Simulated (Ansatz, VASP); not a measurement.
## Bi6O: VASP beside Ansatz

```
Bi O
1.0
     3.19864    1.84673    5.94568
    -3.19864    1.84673    5.94568
     0.00000   -3.69347    5.94568
Bi O
6 1
Direct
  0.66876 0.09338 0.51741
  0.09338 0.51741 0.66876
  0.51741 0.66876 0.09338
  0.57628 0.26979 0.91998
  0.91998 0.57628 0.26979
  0.26979 0.91998 0.57628
  0.95477 0.95477 0.95477
```

Change from the starting cell: the structure that the rattled cell fell into.

Alike in both runs: functional PBE; k mesh 6 × 6 × 6; occupations gaussian, width 0.1 eV; no spin polarisation.

Ansatz relaxed the structure, and its values are those at the end. VASP's run is a single point on that final structure, the one shown.

|  | VASP | Ansatz |
| --- | --- | --- |
| version | VASP 6.6.1 | Ansatz 0.2.0 |
| potentials or method | VASP PAW PBE potentials, release 64 (Bi_d, O), cutoff 520 eV | scalar-relativistic, plane waves, PAW |
| valence electrons in the cell | 96 | 96 |

Ansatz gave:

* gap on the k mesh at the Fermi level (eV): none
* pressure (GPa): 0.0
* rms of the force components (eV/Å): 0.002

Q: Which values does VASP return?

A: gap on the k mesh at the Fermi level (eV): none; pressure (GPa): 0.0; rms of the force components (eV/Å): 0.008.

A gap of «none» marks a metal or a gap that the smearing closes.

Spin-orbit coupling is off throughout.
